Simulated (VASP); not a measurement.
A run of VASP 6.6.1 is set up as follows.

The input INCAR:

```
SYSTEM = Ge
PREC = Accurate
ENCUT = 600
EDIFF = 1E-7
ISMEAR = -1
SIGMA = 0.05
LREAL = .False.
LASPH = .True.
NELM = 60
ALGO = Normal
ISIF = 3
LWAVE = .False.
LCHARG = .False.
GGA = PE
IBRION = 2
NSW = 45
EDIFFG = -0.005
```

File KPOINTS:

```
Automatic mesh
0
Gamma
  16 16 9
  0 0 0
```

The input POSCAR:

```
Ge
1.0
    3.0014039212      0.0000000000      0.0000000000
   -1.5007019606      2.5992920427      0.0000000000
    0.0000000000      0.0000000000      4.9399040589
Ge
2
Direct
    0.3333333333      0.6666666667      0.2500000000
    0.6666666667      0.3333333333      0.7500000000
```

Potentials or basis: VASP PAW PBE potentials, release 64 (Ge_d).

The run is started by

```console
$ cat potpaw_PBE.64/Ge_d/POTCAR > POTCAR
$ mpirun -np 1 vasp_std > vasp.out
```

Q: Predict the space group after relaxing (to 0.1 Å).

A: P6_3/mmc (No. 194).

Q: What does it give for the relaxed volume?

A: 19.28 Å³/atom.

Q: What does it give for the band gap on the k mesh?

A: Zero (bands 14 and 15 overlap by 9.21 eV).

Q: Estimate the relaxed cell.

A: a = 3.002 Å, b = 3.002 Å, c = 4.941 Å, α = 90.00°, β = 90.00°, γ = 120.00°.

Final structure:
```
Ge
1.0
     3.00196    0.00000    0.00000
    -1.50098    2.59978    0.00000
     0.00000    0.00000    4.94094
Ge
2
Direct
  0.33333 0.66667 0.25000
  0.66667 0.33333 0.75000
```
